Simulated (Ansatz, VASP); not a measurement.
## Tc in VASP and in Ansatz

```xyz
1
Lattice="-1.5402 1.5402 1.5402 1.5402 -1.5402 1.5402 1.5402 1.5402 -1.5402" Properties=species:S:1:pos:R:3 pbc="T T T"
Tc    0.0000    0.0000    0.0000
```

Alike in both runs: task single point; functional r2SCAN; k mesh 20 × 20 × 20; occupations gaussian, width 0.05 eV; no spin polarisation.

|  | VASP | Ansatz |
| --- | --- | --- |
| version | VASP 6.6.1 | Ansatz 0.2.0 |
| potentials or method | VASP PAW PBE potentials, release 64 (Tc_pv), cutoff 520 eV | scalar-relativistic, plane waves, PAW |
| valence electrons in the cell | 13 | 15 |

```tsv
	VASP	Ansatz	Ansatz less VASP
gap on the k mesh at the Fermi level (eV)	none	none	-
pressure (GPa)	-4.3	-4.7	-0.39
```

VASP's potentials were made for PBE, not for r2SCAN. A gap of «none» marks a metal or a gap that the smearing closes. With one functional, cell and mesh, what is left measures potentials, basis and numerics. VASP's potentials hold 13 valence electrons a cell and Ansatz's 15, so a difference there can come from the potentials and not from the codes.
